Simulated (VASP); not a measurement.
# BN (P6_3mc) in VASP: further runs

Runs on BN. Level: PBEsol. Tasks: relaxation of cell and atoms, single point.

Program: VASP 6.6.1. These are calculated values, not measurements. Logs are shortened: lines on timing, memory, paths and dates and some standing lists are left out, and cuts for length are marked.

## (1) The cell of the first run

Symmetry: P6_3mc, No. 186, hexagonal system. The conventional cell has a = 2.541 Å, b = 2.541 Å, c = 12.610 Å, α = 90.00°, β = 90.00°, γ = 120.00°. B (site symmetry 3m) has 4 N at 1.56 to 1.58 Å within 2.1 Å. Within 2.1 Å of B (site symmetry 3m) lie 4 N at 1.56 to 1.58 Å. B (site symmetry 3m) has 4 N at 1.56 to 1.58 Å within 2.1 Å. N (site symmetry 3m) has 4 B at 1.56 to 1.58 Å within 2.1 Å. N (site symmetry 3m) has 4 B at 1.56 to 1.58 Å within 2.1 Å. N (site symmetry 3m) has 4 B at 1.56 to 1.58 Å within 2.1 Å.

## (2) Relaxation of cell and atoms, PBEsol

Input file INCAR:

```
  PREC = Accurate
  ENCUT = 600
  EDIFF = 1E-6
  ISMEAR = 0
  SIGMA = 0.02
  LREAL = F
  LASPH = T
  NELM = 100
  ALGO = Normal
  ISIF = 3
  LWAVE = F
  LCHARG = F
  GGA = PS
  IBRION = 2
  NSW = 65
  EDIFFG = -0.01
```

Input file KPOINTS:

```
regular mesh
0
Gamma
  12 12 2
```

Input file POSCAR:

```
BN
1.0
    2.5410117668      0.0000000000      0.0000000000
   -1.2705058834      2.2005807414      0.0000000000
    0.0000000000      0.0000000000     12.6099028879
B N
6 6
Direct
    0.0000000000      0.0000000000      0.0000000000
    0.3333333333      0.6666666667      0.1666666667
    0.6666666667      0.3333333333      0.3333333333
    0.0000000000      0.0000000000      0.5000000000
    0.6666666667      0.3333333333      0.6666666667
    0.3333333333      0.6666666667      0.8333333333
    0.0000000000      0.0000000000      0.1250000000
    0.3333333333      0.6666666667      0.2916666667
    0.6666666667      0.3333333333      0.4583333333
    0.0000000000      0.0000000000      0.6250000000
    0.6666666667      0.3333333333      0.7916666667
    0.3333333333      0.6666666667      0.9583333333
```

Potentials or basis: VASP PAW PBE potentials, release 64 (B, N).

Command:

```sh
$ cat potpaw_PBE.64/B/POTCAR potpaw_PBE.64/N/POTCAR > POTCAR
$ mpirun -np 1 vasp_std > vasp.out
```

OUTCAR:

```text
PREC = Accurate
   ENCUT = 600
   EDIFF = 1E-6
   ISMEAR = 0
   LREAL = F
   LASPH = T
   NELM = 100
   ISIF = 3
   GGA = PS
   IBRION = 2
   NSW = 65
   EDIFFG = -0.01

 ion  position               nearest neighbor table
   1  0.000  0.000  0.000-  12 1.56  12 1.56  12 1.56   7 1.58
   2  0.333  0.667  0.167-   7 1.56   7 1.56   7 1.56   8 1.58
   3  0.667  0.333  0.333-   8 1.56   8 1.56   8 1.56   9 1.58
   4  0.000  0.000  0.500-   9 1.56   9 1.56   9 1.56  10 1.58
   5  0.667  0.333  0.667-  10 1.56  10 1.56  10 1.56  11 1.58
   6  0.333  0.667  0.833-  11 1.56  11 1.56  11 1.56  12 1.58
   7  0.000  0.000  0.125-   2 1.56   2 1.56   2 1.56   1 1.58
   8  0.333  0.667  0.292-   3 1.56   3 1.56   3 1.56   2 1.58
   9  0.667  0.333  0.458-   4 1.56   4 1.56   4 1.56   3 1.58
  10  0.000  0.000  0.625-   5 1.56   5 1.56   5 1.56   4 1.58
  11  0.667  0.333  0.792-   6 1.56   6 1.56   6 1.56   5 1.58
  12  0.333  0.667  0.958-   1 1.56   1 1.56   1 1.56   6 1.58

  LATTYP: Found a hexagonal cell.
 ALAT       =     2.5410117668
 C/A-ratio  =     4.9625519459

  Lattice vectors:

 A1 = (   2.5410117668,   0.0000000000,   0.0000000000)
 A2 = (  -1.2705058834,   2.2005807414,   0.0000000000)
 A3 = (   0.0000000000,   0.0000000000,  12.6099028879)

Analysis of symmetry for initial positions (statically):
[... 6 lines left out ...]

 Subroutine GETGRP returns: Found 12 space group operations
 (whereof  6 operations were pure point group operations)
 out of a pool of 24 trial point group operations.

The static configuration has the point symmetry C_3v.
 The point group associated with its full space group is C_6v.

Analysis of symmetry for dynamics (positions and initial velocities):
[... 6 lines left out ...]

 Subroutine GETGRP returns: Found 12 space group operations
 (whereof  6 operations were pure point group operations)
 out of a pool of 24 trial point group operations.

The dynamic configuration has the point symmetry C_3v.
 The point group associated with its full space group is C_6v.

 Subroutine INISYM returns: Found 12 space group operations
 (whereof  6 operations are pure point group operations),
 and found     1 'primitive' translations

----------------------------------------------------------------------------------------

                                     Primitive cell

  volume of cell :      70.5108

  direct lattice vectors                    reciprocal lattice vectors
     2.541011767  0.000000000  0.000000000     0.393544026  0.227212749  0.000000000
    -1.270505883  2.200580741  0.000000000     0.000000000  0.454425498  0.000000000
     0.000000000  0.000000000 12.609902888     0.000000000  0.000000000  0.079302752

  length of vectors
     2.541011767  2.541011767 12.609902888     0.454425498  0.454425498  0.079302752

  position of ions in fractional coordinates (direct lattice)
     0.000000000  0.000000000  0.000000000
     0.333333333  0.666666667  0.166666667
     0.666666667  0.333333333  0.333333333
     0.000000000  0.000000000  0.500000000
     0.666666667  0.333333333  0.666666667
     0.333333333  0.666666667  0.833333333
     0.000000000  0.000000000  0.125000000
     0.333333333  0.666666667  0.291666667
     0.666666667  0.333333333  0.458333333
     0.000000000  0.000000000  0.625000000
     0.666666667  0.333333333  0.791666667
     0.333333333  0.666666667  0.958333333

  ion indices of the primitive-cell ions
   primitive index   ion index
                 1           1
                 2           2
                 3           3
                 4           4
                 5           5
                 6           6
                 7           7
                 8           8
                 9           9
                10          10
                11          11
                12          12

----------------------------------------------------------------------------------------

 KPOINTS: regular mesh

Automatic generation of k-mesh.
 Grid dimensions read from file:
 generate k-points for:   12   12    2

 Generating k-lattice:

  Cartesian coordinates                     Fractional coordinates (reciprocal lattice)
     0.032795335  0.018934396  0.000000000     0.083333333 -0.000000000  0.000000000
     0.000000000  0.037868792  0.000000000     0.000000000  0.083333333  0.000000000
     0.000000000  0.000000000  0.039651376     0.000000000  0.000000000  0.500000000

  Length of vectors
     0.037868792  0.037868792  0.039651376

  Shift w.r.t. Gamma in fractional coordinates (k-lattice)
     0.000000000  0.000000000  0.000000000

 Subroutine IBZKPT returns following result:
 ===========================================

 Found     38 irreducible k-points:

 Following reciprocal coordinates:
            Coordinates               Weight
  0.000000  0.000000  0.000000      1.000000
  0.083333  0.000000  0.000000      6.000000
  0.166667 -0.000000  0.000000      6.000000
  0.250000  0.000000  0.000000      6.000000
  0.333333  0.000000  0.000000      6.000000
  0.416667  0.000000  0.000000      6.000000
[... 16 lines left out ...]
  0.250000  0.000000  0.500000      6.000000
  0.333333  0.000000  0.500000      6.000000
 [... further k-points ...]
   k-points           NKPTS =     38   k-points in BZ     NKDIM =     38   number of bands    NBANDS=     31
   number of dos      NEDOS =    301   number of ions     NIONS =     12
   total plane-waves  NPLWV =  43200
   dimension x,y,z NGX =    20 NGY =   20 NGZ =  108
   dimension x,y,z NGXF=    40 NGYF=   40 NGZF=  216
   ions per type =               6   6
   NGX,Y,Z   is equivalent  to a cutoff of  13.09, 13.09, 14.24 a.u.
   NGXF,Y,Z  is equivalent  to a cutoff of  26.17, 26.17, 28.48 a.u.
 SYSTEM =  unknown system
   PREC   = accura    normal or accurate (medium, high low for compatibility)
   ISTART =      0    job   : 0-new  1-cont  2-samecut
   ICHARG =      2    charge: 1-file 2-atom 10-const
   ISPIN  =      1    spin polarized calculation?
   LNONCOLLINEAR =      F non collinear calculations
   LSORBIT =      F    spin-orbit coupling
   LASPH  =      T    aspherical Exc in radial PAW
   ENCUT  =  600.0 eV  44.10 Ry    6.64 a.u.   5.08  5.08 25.19*2*pi/ulx,y,z
   NELM   =    100;   NELMIN=  2; NELMDL= -5     # of ELM steps
   EDIFF  = 0.1E-05   stopping-criterion for ELM
   LREAL  =      F    real-space projection
   EDIFFG = -.1E-01   stopping-criterion for IOM
   NSW    =     65    number of steps for IOM
   IBRION =      2    ionic relax: 0-MD 1-quasi-New 2-CG
   NFREE  =      1    steps in history (QN), initial steepest desc. (CG)
   ISIF   =      3    stress and relaxation
   ISYM   =      2    0-nonsym 1-usesym 2-fastsym
   POTIM  = 0.5000    time-step for ionic-motion
   TEBEG  =    0.0;   TEEND  =   0.0 temperature during run
   PSTRESS=    0.0 pullay stress
   NELECT =      48.0000    total number of electrons
   NUPDOWN=      -1.0000    fix difference up-down
   EMIN   =  10.00;   EMAX   =-10.00  energy-range for DOS
   EFERMI =   0.00;   METHOD = LEGACY
   ISMEAR =     0;   SIGMA  =   0.02  broadening in eV -4-tet -1-fermi 0-gaus
   EFERMI_NEDOS =   21; number of points for ismear=-14 and -15
   IALGO  =     38    algorithm
   IMIX   =      4    mixing-type and parameters
     AMIX     =   0.40;   BMIX     =  1.00
     AMIX_MAG =   1.60;   BMIX_MAG =  1.00
  volume/ion in A,a.u.               =       5.88        39.65
  Fermi-wavevector in a.u.,A,eV,Ry     =   1.440135  2.721461 28.218348  2.073990
  Thomas-Fermi vector in A             =   2.558913
   LORBIT       =      0    0 simple, 1 ext, 2 COOP (PROOUT), +10 PAW based schemes
   GGA     = PS    functional components
   LHFCALC =     F    Hartree Fock is set to
   AEXX    =    0.0000 exact exchange contribution
   IVDW    =     0    specifies the selected vdW correction
   LEPSILON=     F    determine dielectric tensor
   LRPA    =     F    only Hartree local field effects (RPA)
 conjugate gradient relaxation of ions
 non-spin polarized calculation
 Gauss-broadening in eV      SIGMA  =   0.02
  energy-cutoff  :      600.00
  volume of cell :       70.51
 maximum number of plane-waves:      2385
   NGX = 11   NGY = 11   NGZ = 51

--------------------------------------- Ionic step        1  -------------------------------------------

 number of electron      48.0000004 magnetization

 Free energy of the ion-electron system (eV)
  ---------------------------------------------------
  ext. energy  EPLUGINS =         0.00000000
  ---------------------------------------------------
  free energy    TOTEN  =      -110.03785806 eV

  energy without entropy =     -110.03785806  energy(sigma->0) =     -110.03785806

------------------------ aborting loop because EDIFF is reached ----------------------------------------

  FORCE on cell =-STRESS in cart. coord.  units (eV):
  Direction    XX          YY          ZZ          XY          YZ          ZX
  --------------------------------------------------------------------------------------
  -------------------------------------------------------------------------------------
  Total        0.9917474      0.9917474     -2.5355076      0.0000000     -0.0000000      0.0000000
  in kB       22.5349162     22.5349162    -57.6129056      0.0000000     -0.0000000      0.0000000
  external PRESSURE =      -4.1810244 kB  Pullay stress =       0.0000000 kB
[... 261 lines left out ...]
  energy  without entropy=     -110.0511156264  energy(sigma->0) =     -110.05111563

--------------------------------------- Ionic step        7  -------------------------------------------

 number of electron      48.0000005 magnetization

 Free energy of the ion-electron system (eV)
  ---------------------------------------------------
  ext. energy  EPLUGINS =         0.00000000
  ---------------------------------------------------
  free energy    TOTEN  =      -110.05112748 eV

  energy without entropy =     -110.05112748  energy(sigma->0) =     -110.05112748

 E-fermi :   7.6248     XC(G=0): -13.0441

 val. band max:        7.4920838783   @ k =   0.0000   0.0000   0.0000
 cond. band min:      12.5234265401   @ k =   0.5000   0.0000   0.0000
 fundamental gap:      5.0313426618
 Fermi energy:         7.6248330484

 k-point     1 :       0.0000    0.0000    0.0000
  band No.  band energies     occupation
      1     -12.8930      2.00000
      2     -12.2444      2.00000
      3     -12.1943      2.00000
      4     -10.3608      2.00000
      5     -10.3158      2.00000
      6      -8.6145      2.00000
[... 805 lines left out ...]
     30      17.0075      0.00000
     31      17.9511      0.00000

 [... further k-points ...]

------------------------ aborting loop because EDIFF is reached ----------------------------------------

  FORCE on cell =-STRESS in cart. coord.  units (eV):
  Direction    XX          YY          ZZ          XY          YZ          ZX
  --------------------------------------------------------------------------------------
  -------------------------------------------------------------------------------------
  Total       -0.0024896     -0.0024896      0.0005122      0.0000000      0.0000000     -0.0000000
  in kB       -0.0566377     -0.0566377      0.0116526      0.0000000      0.0000000     -0.0000000
  external PRESSURE =      -0.0338743 kB  Pullay stress =       0.0000000 kB
[... 27 lines left out ...]
  FREE ENERGIE OF THE ION-ELECTRON SYSTEM (eV)
  ---------------------------------------------------
  free  energy   TOTEN  =      -110.0511274793 eV

  energy  without entropy=     -110.0511274793  energy(sigma->0) =     -110.05112748

 reached required accuracy - stopping structural energy minimisation
```

It took 8.4 min on 1 thread of AMD EPYC 7R13 (Zen 3), shared host; peak memory 0.21 GiB.

What came out:

```yaml
Free_energy: -110.0511 eV
Relaxed_volume: 5.87 Å³/atom
Relaxed_cell: a = 2.547 Å, b = 2.547 Å, c = 12.532 Å, α = 90.00°, β = 90.00°, γ = 120.00°
Space_group_after_relaxing_to_0.05_Å: P6_3mc (No. 186)
Energy_gained_by_relaxing: 1.1 meV/atom
Ionic_steps: 7
Pressure_after_relaxing: 0.0 GPa
Largest_force_after_relaxing: 0.006 eV/Å
Band_gap_on_the_k_mesh: 5.03 eV, indirect (least direct gap 7.05 eV)
```

Forces in eV/Å, atoms in the order of the input:
```
B    0.000  0.000  0.002
B    0.000  0.000  0.006
B    0.000  0.000  0.001
B    0.000  0.000  0.002
B    0.000  0.000  0.006
B    0.000  0.000  0.001
N    0.000  0.000 -0.003
N    0.000  0.000 -0.001
N    0.000  0.000 -0.004
N    0.000  0.000 -0.003
N    0.000  0.000 -0.001
N    0.000  0.000 -0.004
```

The path:
```
step  energy change (eV)  largest force (eV/Å)  pressure (GPa)  volume (Å³)
   1              0.0000                0.1978           -0.42        70.51
   2             -0.0070                0.1845            0.45        70.35
   3             -0.0129                0.0940            0.05        70.42
   4             -0.0128                0.1219           -0.01        70.43
   5             -0.0132                0.0221            0.03        70.42
   6             -0.0133                0.0214           -0.02        70.43
   7             -0.0133                0.0057            0.00        70.43
```

Final structure:
```xyz
12
Lattice="2.5473 0.0000 0.0000 -1.2737 2.2061 0.0000 0.0000 0.0000 12.5323" Properties=species:S:1:pos:R:3 pbc="T T T"
B     0.0000    0.0000   12.5289
B     0.0000    1.4707    2.0942
B     1.2737    0.7354    4.1761
B     0.0000    0.0000    6.2627
B     1.2737    0.7354    8.3603
B     0.0000    1.4707   10.4422
N     0.0000    0.0000    1.5712
N     0.0000    1.4707    3.6557
N     1.2737    0.7354    5.7382
N     0.0000    0.0000    7.8373
N     1.2737    0.7354    9.9218
N     0.0000    1.4707   12.0043
```

Levels at points of the mesh, in eV from the valence-band top:
```csv
k point,band 20,band 21,band 22,band 23,band 24,band 25,band 26,band 27,band 28,band 29
"(0.00, 0.00, 0.00)",-0.59,-0.59,-0.09,0.00,0.00,8.62,8.62,8.75,9.16,9.28
"(0.50, 0.00, 0.00)",-3.26,-2.99,-2.95,-2.60,-2.02,5.03,5.40,6.84,7.46,8.76
"(0.00, 0.00, 0.50)",-1.01,-0.18,-0.18,-0.18,-0.18,8.86,8.86,8.86,8.86,8.99
"(0.50, 0.00, 0.50)",-3.74,-2.75,-2.75,-2.30,-2.30,5.18,5.18,7.09,7.09,9.14
```

Caveat: the PAW data sets were made with another functional, which shifts forces and pressure a little.

## (3) Single point, PBEsol

This run uses another cell than the first one: it holds 8 atoms, not 12.

Input file INCAR:

```
SYSTEM = BN
ALGO     = Normal         ! electronic algorithm
EDIFF    = 1E-6           ! SCF threshold, eV
ENCUT    = 520            ! plane-wave cutoff, eV
GGA      = PS             ! functional
ISIF     = 2              ! what is computed and relaxed
ISMEAR   = 0              ! smearing method
LASPH    = .True.         ! aspherical terms in the spheres
LCHARG   = .False.        ! write CHGCAR
LREAL    = .False.        ! projectors in reciprocal space
LWAVE    = .False.        ! write WAVECAR
NBANDS   = 26             ! bands
NELM     = 100            ! most SCF steps
PREC     = Accurate       ! precision mode
SIGMA    = 0.02           ! smearing width, eV
```

Input file KPOINTS:

```
k-points
0
Gamma
  12 12 3
  0 0 0
```

Input file POSCAR:

```
BN
1.0
    2.5450943404      0.0000000000      0.0000000000
   -1.2725471702      2.2041163538      0.0000000000
    0.0000000000      0.0000000000      8.3659174253
B N
4 4
Direct
    0.0000000000      0.0000000000     -0.0002923928
    0.3333333333      0.6666666667      0.2503969855
    0.6666666667      0.3333333333      0.4997076072
    0.3333333333      0.6666666667      0.7503969855
    0.0000000000      0.0000000000      0.1879130839
    0.3333333333      0.6666666667      0.4369823234
    0.6666666667      0.3333333333      0.6879130839
    0.3333333333      0.6666666667      0.9369823234
```

Potentials or basis: VASP PAW PBE potentials, release 64 (B, N).

Command:

```sh
$ cat potpaw_PBE.64/B/POTCAR potpaw_PBE.64/N/POTCAR > POTCAR
$ mpirun -np 1 vasp_std > vasp.out
```

It took 43 s on 1 thread of AMD EPYC 7R13 (Zen 3), shared host; peak memory 0.14 GiB.

Results (log left out):

```
Free energy            : -73.3329 eV
Pressure               : 0.6 GPa
Band gap on the k mesh : 5.36 eV, indirect (least direct gap 7.41 eV)
```

Forces on the atoms (eV/Å):
```
B    0.000  0.000  0.002
B    0.000  0.000  0.001
B    0.000  0.000  0.002
B    0.000  0.000  0.001
N    0.000  0.000 -0.003
N    0.000  0.000  0.000
N    0.000  0.000 -0.003
N    0.000  0.000  0.000
```

Levels at points of the mesh, in eV from the valence-band top:
| k point | band 13 | band 14 | band 15 | band 16 | band 17 | band 18 | band 19 | band 20 |
| --- | --- | --- | --- | --- | --- | --- | --- | --- |
| (0.00, 0.00, 0.00) | -1.11 | -0.14 | 0.00 | 0.00 | 8.56 | 8.56 | 8.72 | 9.30 |
| (0.50, 0.00, 0.00) | -3.73 | -3.54 | -2.65 | -2.05 | 5.36 | 5.74 | 7.91 | 9.39 |

Caveat: the PAW data sets were made with another functional, which shifts forces and pressure a little. A k mesh can miss the band edges.

(Continued in part 2 of 2.)
